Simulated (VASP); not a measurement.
## Ge: single point with PBEsol

Ge:

```
Ge
1.0
    -2.00208   -3.46771    0.00000
     2.00208   -3.46771    0.00000
     0.00000   -2.88999   13.14505
Ge
8
Direct
  0.93466 0.93466 0.15681
  0.85699 0.85699 0.34319
  0.72631 0.72631 0.65681
  0.64864 0.64864 0.84319
  0.62744 0.62744 0.09414
  0.16421 0.16421 0.40586
  0.08576 0.08576 0.59414
  0.28919 0.28919 0.90586
```

This cell differs from its parent crystal: the part above a cut slid along it.

```
Program                : VASP 6.6.1
Task                   : single point
Functional             : PBEsol
Potentials or basis    : VASP PAW PBE potentials, release 64 (Ge_d)
Cutoff                 : 520 eV
k mesh                 : 11 × 11 × 3
Occupations            : gaussian, width 0.15 eV
Spin                   : no spin polarisation
Dipole correction      : no
Further INCAR settings : ALGO = Fast; EDIFF = 1e-06; NBANDS = 66
```

The pressure is 0.0 GPa. The largest force is 0.669 eV/Å and the band gap on the k mesh is zero (bands 56 and 57 overlap by 1.02 eV).

Forces on the atoms (eV/Å):
```
Ge   0.000  0.134  0.045
Ge   0.000  0.023  0.074
Ge   0.000  0.113 -0.149
Ge   0.000  0.026 -0.117
Ge   0.000 -0.376 -0.496
Ge   0.000  0.017  0.008
Ge   0.000 -0.023 -0.028
Ge   0.000  0.085  0.664
```

Stress tensor (GPa, compression positive):
```
-1.52  0.00  0.00
 0.00  0.23 -0.67
 0.00 -0.67  1.43
```

Levels at points of the mesh, in eV from the Fermi level:
| k point | band 53 | band 54 | band 55 | band 56 | band 57 | band 58 | band 59 | band 60 |
| --- | --- | --- | --- | --- | --- | --- | --- | --- |
| (0.00, 0.00, 0.00) | -0.19 | 0.04 | 0.12 | 0.24 | 0.38 | 0.65 | 1.01 | 1.31 |

Wall time 32 min on 1 thread of Oxide Virtual Turin-like Processor, with other jobs on the host, peak memory 0.81 GiB.

Caveat: the cell differs from its parent crystal (the part above a cut slid along it); the PAW data sets were made with another functional, which shifts forces and pressure a little.
